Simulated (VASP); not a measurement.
Set up this calculation in VASP 6.6.1, as the native input.

```yaml
Task: single point
Functional: PBE
Potentials_or_basis: VASP PAW PBE potentials, release 64 (Ge_d, Ga_d)
Cutoff: 520 eV
k_mesh: 8 × 8 × 8
Occupations: fermi-dirac, width 0.05 eV
Spin: no spin polarisation
Dipole_correction: no
Further_INCAR_settings: ALGO = Normal; EDIFF = 1e-06; NBANDS = 20
```

The structure of GaGe lies in POSCAR:

```
GaGe
1.0
    0.0000000000      2.8212796273      2.8212796273
    2.8212796273      0.0000000000      2.8212796273
    2.8212796273      2.8212796273      0.0000000000
Ge Ga
1 1
Direct
    0.0000000000      0.0000000000      0.0000000000
    0.2500000000      0.2500000000      0.2500000000
```

These files were run (other wordings do the same):

INCAR

```
SYSTEM = GaGe
PREC     = Accurate       ! precision mode
ENCUT    = 520            ! plane-wave cutoff, eV
EDIFF    = 1E-6           ! SCF threshold, eV
ISMEAR   = -1             ! smearing method
SIGMA    = 0.05           ! smearing width, eV
LREAL    = .FALSE.        ! projectors in reciprocal space
LASPH    = .TRUE.         ! aspherical terms in the spheres
NELM     = 100            ! most SCF steps
ALGO     = Normal         ! electronic algorithm
ISIF     = 2              ! what is computed and relaxed
LWAVE    = .FALSE.        ! write WAVECAR
LCHARG   = .FALSE.        ! write CHGCAR
GGA      = PE             ! functional
NBANDS   = 20             ! bands
```

KPOINTS

```
Automatic mesh
0
G
  8 8 8
  0 0 0
```

Potentials or basis: VASP PAW PBE potentials, release 64 (Ge_d, Ga_d).

The run is started by

```bash
$ cat potpaw_PBE.64/Ge_d/POTCAR potpaw_PBE.64/Ga_d/POTCAR > POTCAR
$ mpirun -np 1 vasp_std > vasp.out
```

Results of the run:

| Item | Value |
| --- | --- |
| Pressure | 5.0 GPa |

It took 11 s on 1 thread of Intel(R) Xeon(R) 6975P-C (Granite Rapids), with other jobs on the host, peak memory 0.18 GiB.
